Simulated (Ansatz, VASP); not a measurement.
One calculation of SnO2, two programs

Contents of POSCAR:

```
SnO2
1.0
    4.6677376170     -0.0050148123     -0.1559359503
   -0.0050971126      4.9584494249      0.2075929494
   -0.1055497259      0.1382464273      3.1647435748
Sn O
2 4
Direct
    0.5247685378      0.4780798053      0.4973294997
    0.0027550368      0.0008303933     -0.0021130203
    0.2835464446      0.3131071964     -0.0063441664
    0.7922080795      0.1891142101      0.5159291168
    0.1955039769      0.8317583231      0.4859685047
    0.7012179243      0.6871100718      0.0092300655
```

The input INCAR.step1:

```
PREC = Accurate
ENCUT = 520
ISMEAR = 0
SIGMA = 0.05
LREAL = False
LASPH = True
NELM = 80
NBANDS = 35
GGA = PE
ALGO = Normal
EDIFF = 1E-4
LWAVE = True
LCHARG = False
```

File INCAR.step2:

```
PREC = Accurate
ENCUT = 520
EDIFF = 1E-7
ISMEAR = 0
SIGMA = 0.05
LREAL = False
LASPH = True
NELM = 80
ALGO = Normal
ISIF = 2
LWAVE = False
LCHARG = True
METAGGA = R2SCAN
LMIXTAU = True
LELF = True
LVHAR = True
NBANDS = 35
ISTART = 1
```

The input KPOINTS:

```
Automatic mesh
0
Gamma
  6 6 8
```

Input for Ansatz:

```yaml
crystal:
  lattice:
    - [4.667737617, -0.0050148123, -0.1559359503]
    - [-0.0050971126, 4.9584494249, 0.2075929494]
    - [-0.1055497259, 0.1382464273, 3.1647435748]
  atoms:
    - { symbol: Sn, position: [0.5247685378, 0.4780798053, 0.4973294997] }
    - { symbol: Sn, position: [0.0027550368, 0.0008303933, -0.0021130203] }
    - { symbol: O, position: [0.2835464446, 0.3131071964, -0.0063441664] }
    - { symbol: O, position: [0.7922080795, 0.1891142101, 0.5159291168] }
    - { symbol: O, position: [0.1955039769, 0.8317583231, 0.4859685047] }
    - { symbol: O, position: [0.7012179243, 0.6871100718, 0.0092300655] }
basis:
  ecutwfc: 500
kpoints:
  mp_grid: { grid: [6, 6, 8] }
hamiltonian:
  xc: r2scan
scf:
  occupations: { method: gaussian, width: 0.05 }
output:
  forces: true
  stress: true
  eigenvalues: true
  write_density: true
  write_potential: true
  elf: true
  volumetric_format: npy
```

Change from the starting cell: all atoms moved at random (sigma 0.06 Å a component), cell strained at random (sigma 0.03).

Alike in both runs: task single point; functional r2SCAN; k mesh 6 × 6 × 8; occupations gaussian, width 0.05 eV; no spin polarisation.

```csv
,VASP,Ansatz
version,VASP 6.6.1,Ansatz 0.2.0
potentials or method,"VASP PAW PBE potentials, release 64 (Sn_d, O), cutoff 520 eV","scalar-relativistic, plane waves, PAW"
valence electrons in the cell,52,52
```

|  | VASP | Ansatz | Ansatz less VASP |
| --- | --- | --- | --- |
| gap on the k mesh at the Fermi level (eV) | 1.83 | 1.82 | -0.009 |
| least direct gap on the mesh (eV) | 1.83 | 1.82 | -0.009 |
| pressure (GPa) | 7.6 | 6.5 | -1.19 |
| traceless stress, the component that is largest in VASP (GPa) | -12.72 | -12.31 | +0.405 |
| rms of the force components (eV/Å) | 1.468 | 1.420 | -0.0479 |

VASP's potentials were made for PBE, not for r2SCAN. Atom by atom the forces differ by 0.054 eV/Å (rms over components).
